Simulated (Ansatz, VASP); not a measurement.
## CoPtO2 in VASP and in Ansatz

```
CELL_PARAMETERS angstrom
1.42701 0.82389 5.96974
-1.42701 0.82389 5.96974
0.00000 -1.64777 5.96974
ATOMIC_POSITIONS crystal
Co 0.50000 0.50000 0.50000
Pt 0.00000 0.00000 0.00000
O 0.88766 0.88766 0.88766
O 0.11234 0.11234 0.11234
```

Alike in both runs: task single point; functional PBE; k mesh 14 × 14 × 14; occupations gaussian, width 0.05 eV; no spin polarisation.

|  | VASP | Ansatz |
| --- | --- | --- |
| version | VASP 6.6.1 | Ansatz 0.2.0 |
| potentials or method | VASP PAW PBE potentials, release 64 (Co, Pt, O), cutoff 520 eV | scalar-relativistic, plane waves, PAW |
| valence electrons in the cell | 31 | 47 |

VASP gave:

- gap on the k mesh at the Fermi level (eV): none
- pressure (GPa): 0.1
- traceless stress, the component that is largest in VASP (GPa): 0.29
- rms of the force components (eV/Å): 0.007

Q: Which values does Ansatz return?

A: gap on the k mesh at the Fermi level (eV): none; pressure (GPa): 0.0; traceless stress, the component that is largest in VASP (GPa): -0.01; rms of the force components (eV/Å): 0.000.

Atom by atom the forces differ by 0.007 eV/Å (rms over components). A gap of «none» marks a metal or a gap that the smearing closes. The functional is the same, so the differences come from potentials, cutoffs and numerics. VASP's potentials hold 31 valence electrons a cell and Ansatz's 47, so a difference there can come from the potentials and not from the codes.

Neither program's run includes spin-orbit coupling.
